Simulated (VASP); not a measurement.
Wanted: the native input for a VASP 6.6.1 run.

```
Task                   : single point
Functional             : PBE
Potentials or basis    : VASP PAW PBE potentials, release 64 (Al, Co)
Cutoff                 : 600 eV
k mesh                 : 6 × 6 × 6
Occupations            : gaussian, width 0.1 eV
Spin                   : no spin polarisation
Dipole correction      : no
Further INCAR settings : ALGO = Normal; EDIFF = 1e-06; NBANDS = 13
```

The structure of AlCo lies in POSCAR:

```
AlCo
1.0
    2.8194030000      0.0000000000      0.0000000000
    0.0000000000      2.8194030000      0.0000000000
    0.0000000000      0.0000000000      2.8194030000
Al Co
1 1
Direct
    0.0000000000      0.0000000000      0.0000000000
    0.5000000000      0.5000000000      0.5000000000
```

These files were run (other wordings do the same):

INCAR

```
  PREC = Accurate
  ENCUT = 600
  EDIFF = 1E-6
  ISMEAR = 0
  SIGMA = 0.1
  LREAL = False
  LASPH = True
  NELM = 120
  ALGO = Normal
  ISIF = 2
  LWAVE = False
  LCHARG = False
  GGA = PE
  NBANDS = 13
  GGA_COMPAT = False
```

KPOINTS

```
Automatic mesh
0
Gamma
  6 6 6
```

Potentials or basis: VASP PAW PBE potentials, release 64 (Al, Co).

Command:

```sh
$ cat potpaw_PBE.64/Al/POTCAR potpaw_PBE.64/Co/POTCAR > POTCAR
$ mpirun -np 1 vasp_std > vasp.out
```

It gave:

```json
{"Pressure": "6.8 GPa", "Band gap on the k mesh": "zero (band 6 reaches 13.40 eV, above the bottom of band 7 at 10.80 eV)"}
```

Caveat: the k points lie up to 0.37 Å⁻¹ apart.

It took 2.8 s on 1 thread of Intel(R) Xeon(R) 6975P-C (Granite Rapids), with other jobs on the host, peak memory 0.13 GiB.
